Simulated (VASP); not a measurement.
AlN:

```xyz
4
Lattice="3.1067 0.0000 0.0000 -1.5533 2.6905 0.0000 0.0000 0.0000 4.9786" Properties=species:S:1:pos:R:3 pbc="T T T"
Al    0.0000    1.7937   -0.0040
Al    1.5533    0.8968    2.4853
N     0.0000    1.7937    1.8958
N     1.5533    0.8968    4.3851
```

Base run:

* Program: VASP 6.6.1
* Functional: r2SCAN0
* Potentials or basis: VASP PAW PBE potentials, release 64 (Al, N)
* Cutoff: 520 eV
* k mesh: 6 × 6 × 4
* Occupations: gaussian, width 0.01 eV
* Spin: no spin polarisation

Its results: band gap on the k mesh 6.76 eV; pressure -3.4 GPa.

**Question.** The run is repeated on the same cell with these changes: functional from r2SCAN0 to PBE. What comes out?

**Answer.** Band gap on the k mesh 4.24 eV; pressure 4.4 GPa.

Caveats: the cell stands under tension (at least some runs); the PAW data sets were made with another functional, which shifts forces and pressure a little (at least some runs); the cell stands under pressure (at least some runs).

